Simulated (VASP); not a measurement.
# Si (R-3m) in VASP: further runs

Si is run at these levels: PBE; tasks: single point.

Program: VASP 6.6.1. These are calculated values, not measurements. Logs are shortened: lines on timing, memory, paths and dates and some standing lists are left out, and cuts for length are marked.

## 1. The cell of the first run

Symmetry: R-3m, No. 166, trigonal system. The conventional cell has a = 3.839 Å, b = 3.839 Å, c = 9.403 Å, α = 90.00°, β = 90.00°, γ = 120.00°. Si (site symmetry 3m) has 4 Si at 2.07 to 2.46 Å within 2.7 Å.

## 2. Single point, PBE (shortest bond scaled by 0.88)

INCAR

```
SYSTEM = Si
PREC = Accurate
ENCUT = 520
EDIFF = 1E-6
ISMEAR = -1
SIGMA = 0.05
LREAL = .False.
LASPH = .True.
NELM = 100
ALGO = Normal
ISIF = 2
LWAVE = .False.
LCHARG = .True.
GGA = PE
LELF = .True.
LVHAR = .True.
NBANDS = 11
```

KPOINTS

```
regular mesh
0
Gamma
  10 10 10
  0 0 0
```

POSCAR

```
Si
1.0
    0.0000000000      2.7144176166      2.7144176166
    2.7144176166      0.0000000000      2.7144176166
    2.7144176166      2.7144176166      0.0000000000
Si
2
Direct
   -0.1700000000     -0.1100000000     -0.1100000000
    0.1700000000      0.1100000000      0.1100000000
```

Potentials or basis: VASP PAW PBE potentials, release 64 (Si).

Command:

```bash
$ cat potpaw_PBE.64/Si/POTCAR > POTCAR
$ mpirun -np 1 vasp_std > vasp.out
```

OUTCAR:

```text
SYSTEM = Si
   PREC = Accurate
   ENCUT = 520
   EDIFF = 1E-6
   ISMEAR = -1
   LREAL = .False.
   LASPH = .True.
   NELM = 100
   ISIF = 2
   GGA = PE

 ion  position               nearest neighbor table
   1  0.830  0.890  0.890-   2 2.07   2 2.46   2 2.46   2 2.46
   2  0.170  0.110  0.110-   1 2.07   1 2.46   1 2.46   1 2.46

  LATTYP: Found a face centered cubic cell.
 ALAT       =     5.4288352332

  Lattice vectors:

 A1 = (   0.0000000000,   2.7144176166,   2.7144176166)
 A2 = (   2.7144176166,   0.0000000000,   2.7144176166)
 A3 = (   2.7144176166,   2.7144176166,   0.0000000000)

Analysis of symmetry for initial positions (statically):
=====================================================================
 Subroutine PRICEL returns:
 Original cell was already a primitive cell.

 Routine SETGRP: Setting up the symmetry group for a
 face centered cubic supercell.

 Subroutine GETGRP returns: Found 12 space group operations
 (whereof  4 operations were pure point group operations)
 out of a pool of 48 trial point group operations.

The static configuration has the point symmetry C_2h.
 The point group associated with its full space group is D_3d.

Analysis of symmetry for dynamics (positions and initial velocities):
=====================================================================
 Subroutine PRICEL returns:
 Original cell was already a primitive cell.

 Routine SETGRP: Setting up the symmetry group for a
 face centered cubic supercell.

 Subroutine GETGRP returns: Found 12 space group operations
 (whereof  4 operations were pure point group operations)
 out of a pool of 48 trial point group operations.

The dynamic configuration has the point symmetry C_2h.
 The point group associated with its full space group is D_3d.

 Subroutine INISYM returns: Found 12 space group operations
 (whereof  4 operations are pure point group operations),
 and found     1 'primitive' translations

----------------------------------------------------------------------------------------

                                     Primitive cell

  volume of cell :      40.0000

  direct lattice vectors                    reciprocal lattice vectors
     0.000000000  2.714417617  2.714417617    -0.184201575  0.184201575  0.184201575
     2.714417617  0.000000000  2.714417617     0.184201575 -0.184201575  0.184201575
     2.714417617  2.714417617  0.000000000     0.184201575  0.184201575 -0.184201575

  length of vectors
     3.838766207  3.838766207  3.838766207     0.319046487  0.319046487  0.319046487

  position of ions in fractional coordinates (direct lattice)
     0.830000000  0.890000000  0.890000000
     0.170000000  0.110000000  0.110000000

  ion indices of the primitive-cell ions
   primitive index   ion index
                 1           1
                 2           2

----------------------------------------------------------------------------------------

 KPOINTS: regular mesh

Automatic generation of k-mesh.
 Grid dimensions read from file:
 generate k-points for:   10   10   10

 Generating k-lattice:

  Cartesian coordinates                     Fractional coordinates (reciprocal lattice)
    -0.018420157  0.018420157  0.018420157     0.100000000  0.000000000  0.000000000
     0.018420157 -0.018420157  0.018420157     0.000000000  0.100000000  0.000000000
     0.018420157  0.018420157 -0.018420157     0.000000000  0.000000000  0.100000000

  Length of vectors
     0.031904649  0.031904649  0.031904649

  Shift w.r.t. Gamma in fractional coordinates (k-lattice)
     0.000000000  0.000000000  0.000000000

 Subroutine IBZKPT returns following result:
 ===========================================

 Found    116 irreducible k-points:

 Following reciprocal coordinates:
            Coordinates               Weight
  0.000000  0.000000  0.000000      1.000000
  0.100000  0.000000  0.000000      2.000000
  0.000000  0.100000  0.000000      6.000000
  0.200000  0.000000  0.000000      2.000000
  0.000000  0.200000  0.000000      6.000000
  0.300000  0.000000  0.000000      2.000000
[... 16 lines left out ...]
  0.000000  0.500000  0.100000     12.000000
  0.100000  0.000000  0.500000      6.000000
 [... further k-points ...]
   k-points           NKPTS =    116   k-points in BZ     NKDIM =    116   number of bands    NBANDS=     11
   number of dos      NEDOS =    301   number of ions     NIONS =      2
   total plane-waves  NPLWV =  27000
   dimension x,y,z NGX =    30 NGY =   30 NGZ =   30
   dimension x,y,z NGXF=    60 NGYF=   60 NGZF=   60
   ions per type =               2
   NGX,Y,Z   is equivalent  to a cutoff of  12.99, 12.99, 12.99 a.u.
   NGXF,Y,Z  is equivalent  to a cutoff of  25.98, 25.98, 25.98 a.u.
 SYSTEM =  Si
   PREC   = accura    normal or accurate (medium, high low for compatibility)
   ISTART =      0    job   : 0-new  1-cont  2-samecut
   ICHARG =      2    charge: 1-file 2-atom 10-const
   ISPIN  =      1    spin polarized calculation?
   LNONCOLLINEAR =      F non collinear calculations
   LSORBIT =      F    spin-orbit coupling
   LASPH  =      T    aspherical Exc in radial PAW
   ENCUT  =  520.0 eV  38.22 Ry    6.18 a.u.   7.14  7.14  7.14*2*pi/ulx,y,z
   NELM   =    100;   NELMIN=  2; NELMDL= -5     # of ELM steps
   EDIFF  = 0.1E-05   stopping-criterion for ELM
   LREAL  =      F    real-space projection
   EDIFFG = 0.1E-04   stopping-criterion for IOM
   NSW    =      0    number of steps for IOM
   IBRION =     -1    ionic relax: 0-MD 1-quasi-New 2-CG
   NFREE  =      0    steps in history (QN), initial steepest desc. (CG)
   ISIF   =      2    stress and relaxation
   ISYM   =      2    0-nonsym 1-usesym 2-fastsym
   POTIM  = 0.5000    time-step for ionic-motion
   TEBEG  =    0.0;   TEEND  =   0.0 temperature during run
   PSTRESS=    0.0 pullay stress
   NELECT =       8.0000    total number of electrons
   NUPDOWN=      -1.0000    fix difference up-down
   EMIN   =  10.00;   EMAX   =-10.00  energy-range for DOS
   EFERMI =   0.00;   METHOD = LEGACY
   ISMEAR =    -1;   SIGMA  =   0.05  broadening in eV -4-tet -1-fermi 0-gaus
   EFERMI_NEDOS =   21; number of points for ismear=-14 and -15
   IALGO  =     38    algorithm
   IMIX   =      4    mixing-type and parameters
     AMIX     =   0.40;   BMIX     =  1.00
     AMIX_MAG =   1.60;   BMIX_MAG =  1.00
  volume/ion in A,a.u.               =      20.00       134.97
  Fermi-wavevector in a.u.,A,eV,Ry     =   0.957381  1.809188 12.470807  0.916578
  Thomas-Fermi vector in A             =   2.086394
   LORBIT       =      0    0 simple, 1 ext, 2 COOP (PROOUT), +10 PAW based schemes
   GGA     = PE    functional components
   LHFCALC =     F    Hartree Fock is set to
   AEXX    =    0.0000 exact exchange contribution
   IVDW    =     0    specifies the selected vdW correction
   LEPSILON=     F    determine dielectric tensor
   LRPA    =     F    only Hartree local field effects (RPA)
 non-spin polarized calculation
  energy-cutoff  :      520.00
  volume of cell :       40.00
 maximum number of plane-waves:      1091
 NGX is ok and might be reduce to    30
   NGX = 15   NGY = 15   NGZ = 15

 number of electron       8.0000000 magnetization

 Free energy of the ion-electron system (eV)
  ---------------------------------------------------
  ext. energy  EPLUGINS =         0.00000000
  ---------------------------------------------------
  free energy    TOTEN  =       -10.14609727 eV

  energy without entropy =      -10.14421563  energy(sigma->0) =      -10.14515645

 E-fermi :   6.1197     XC(G=0):  -9.4309

 val. band max:        6.0573525128   @ k =   0.1000   0.0000  -0.2000
 cond. band min:       6.1648761097   @ k =   0.1000   0.0000   0.0000
 fundamental gap:      0.1075235969
 Fermi energy:         6.1196763746

 k-point     1 :       0.0000    0.0000    0.0000
  band No.  band energies     occupation
      1      -6.2466      2.00000
      2       4.4073      2.00000
      3       6.6311      0.00007
      4       6.6311      0.00007
      5       7.6955      0.00000
      6       7.6955      0.00000
      7       9.0620      0.00000
      8       9.3805      0.00000
      9      13.5834      0.00000
     10      13.6676      0.00000
     11      13.6676      0.00000

 k-point     2 :       0.1000    0.0000    0.0000
  band No.  band energies     occupation
      1      -6.1088      2.00000
      2       3.5901      2.00000
      3       6.1649      0.57646
      4       6.1649      0.57646
      5       8.3243      0.00000
      6       8.3243      0.00000
      7       9.0672      0.00000
      8       9.8702      0.00000
      9      13.0907      0.00000
     10      13.0907      0.00000
     11      14.1556      0.00000

 k-point     3 :       0.0000    0.1000    0.0000
  band No.  band energies     occupation
      1      -6.1211      2.00000
      2       4.1058      2.00000
      3       5.4272      2.00000
      4       6.3572      0.01716
      5       7.9226      0.00000
      6       7.9633      0.00000
      7       9.4683      0.00000
      8      10.1891      0.00000
      9      13.2184      0.00000
     10      13.3591      0.00000
     11      14.2623      0.00000
[... 267 lines left out ...]
 k-point    23 :       0.0000    0.5000    0.1000
  band No.  band energies     occupation
      1      -4.0898      2.00000
      2      -0.6690      2.00000
      3       3.4605      2.00000
      4       4.6540      2.00000
      5       7.4768      0.00000
      6       8.4028      0.00000
      7      10.3337      0.00000
      8      13.5978      0.00000
      9      14.7290      0.00000
     10      16.3887      0.00000
     11      17.0187      0.00000

 k-point    24 :       0.1000    0.0000    0.5000
  band No.  band energies     occupation
      1      -4.0944      2.00000
      2      -0.6235      2.00000
      3       3.1319      2.00000
      4       4.9550      2.00000
      5       7.7808      0.00000
      6       8.6044      0.00000
      7       9.6026      0.00000
      8      13.3989      0.00000
      9      14.8803      0.00000
     10      16.6125      0.00000
     11      17.1145      0.00000

 [... further k-points ...]

------------------------ aborting loop because EDIFF is reached ----------------------------------------

  FORCE on cell =-STRESS in cart. coord.  units (eV):
  Direction    XX          YY          ZZ          XY          YZ          ZX
  --------------------------------------------------------------------------------------
  -------------------------------------------------------------------------------------
  Total        1.5142695      1.5142695      1.5142695     -2.4937419      2.4937419     -2.4937419
  in kB       60.6532061     60.6532061     60.6532061    -99.8854192     99.8854192    -99.8854192
  external PRESSURE =      60.6532061 kB  Pullay stress =       0.0000000 kB

 VOLUME and BASIS-vectors are now :
 -----------------------------------------------------------------------------
  energy-cutoff  :      520.00
  volume of cell :       40.00
      direct lattice vectors                 reciprocal lattice vectors
     0.000000000  2.714417617  2.714417617    -0.184201575  0.184201575  0.184201575
     2.714417617  0.000000000  2.714417617     0.184201575 -0.184201575  0.184201575
     2.714417617  2.714417617  0.000000000     0.184201575  0.184201575 -0.184201575

 POSITION                                       TOTAL-FORCE (eV/Angst)
 -----------------------------------------------------------------------------------
      4.83166      4.66880      4.66880        -3.186287      3.186287      3.186287
      0.59717      0.76004      0.76004         3.186287     -3.186287     -3.186287
 -----------------------------------------------------------------------------------
    total drift:                                0.000000     -0.000000      0.000000

  FREE ENERGIE OF THE ION-ELECTRON SYSTEM (eV)
  ---------------------------------------------------
  free  energy   TOTEN  =       -10.1460972652 eV

  energy  without entropy=      -10.1442156331  energy(sigma->0) =      -10.14515645
```

Run time: 81 s. Hardware: 1 thread of AMD EPYC 7R13, shared host; peak memory 0.15 GiB.

Results:

| Item | Value |
| --- | --- |
| Free energy | -10.1461 eV |
| Pressure | 6.1 GPa |
| Largest force | 5.519 eV/Å |
| Band gap on the k mesh | zero (bands 4 and 5 overlap by 0.70 eV) |

Forces in eV/Å, atoms in the order of the input:
```
Si  -3.186  3.186  3.186
Si   3.186 -3.186 -3.186
```

Stress tensor (GPa, compression positive):
```
 6.07 -9.99 -9.99
-9.99  6.07  9.99
-9.99  9.99  6.07
```

Caveat: the cell differs from its parent crystal (shortest bond scaled by 0.88); the cell stands under pressure; semilocal functionals underestimate gaps, so a narrow gap can read as zero; forces of over 1 eV/Å act on the atoms, so gaps and moduli don't describe the material at rest.

## 3. Single point, PBE (shortest bond scaled by 0.82)

INCAR

```
SYSTEM = Si
PREC = Accurate ; ENCUT = 520
EDIFF = 1E-6 ; ISMEAR = -1
SIGMA = 0.05 ; LREAL = .FALSE.
LASPH = .TRUE. ; NELM = 100
ALGO = Normal ; ISIF = 2
LWAVE = .FALSE. ; LCHARG = .TRUE.
GGA = PE ; LELF = .TRUE.
LVHAR = .TRUE. ; NBANDS = 11
```

KPOINTS

```
regular mesh
0
G
  10 10 10
  0 0 0
```

POSCAR

```
Si
1.0
    0.0000000000      2.7144176166      2.7144176166
    2.7144176166      0.0000000000      2.7144176166
    2.7144176166      2.7144176166      0.0000000000
Si
2
Direct
   -0.1925000000     -0.1025000000     -0.1025000000
    0.1925000000      0.1025000000      0.1025000000
```

Potentials or basis: VASP PAW PBE potentials, release 64 (Si).

Command:

```bash
$ cat potpaw_PBE.64/Si/POTCAR > POTCAR
$ mpirun -np 1 vasp_std > vasp.out
```

It took 73 s on 1 thread of AMD EPYC 7R13, shared host; peak memory 0.15 GiB.

The run converged. Its results:

| Quantity | Value |
| --- | --- |
| Free energy | -9.0694 eV |
| Pressure | 13.1 GPa |
| Largest force | 10.001 eV/Å |
| Band gap on the k mesh | zero (bands 4 and 5 overlap by 1.52 eV) |

Forces on the atoms (eV/Å):
```
Si  -5.774  5.774  5.774
Si   5.774 -5.774 -5.774
```

Stress tensor (GPa, compression positive):
```
 13.11 -19.00 -19.00
-19.00  13.11  19.00
-19.00  19.00  13.11
```

Levels at points of the mesh, in eV from the Fermi level:
```
           k point  band 1  band 2  band 3  band 4  band 5  band 6  band 7  band 8
(0.00, 0.00, 0.00)  -12.34   -2.09    1.06    1.06    1.23    1.23    2.91    3.92
(0.50, 0.00, 0.00)   -9.04   -8.93   -1.23   -1.23    1.89    3.79    3.79    8.10
(0.00, 0.50, 0.00)  -10.39   -6.63   -2.37   -0.18    0.88    1.26    4.43    7.06
(0.50, 0.50, 0.00)   -9.19   -7.23   -3.01   -2.80   -0.45    1.08    9.56    9.60
```

Caveat: the cell differs from its parent crystal (shortest bond scaled by 0.82); the cell stands under pressure; forces of over 1 eV/Å act on the atoms, so gaps and moduli don't describe the material at rest.

[end of part 1 of 2]
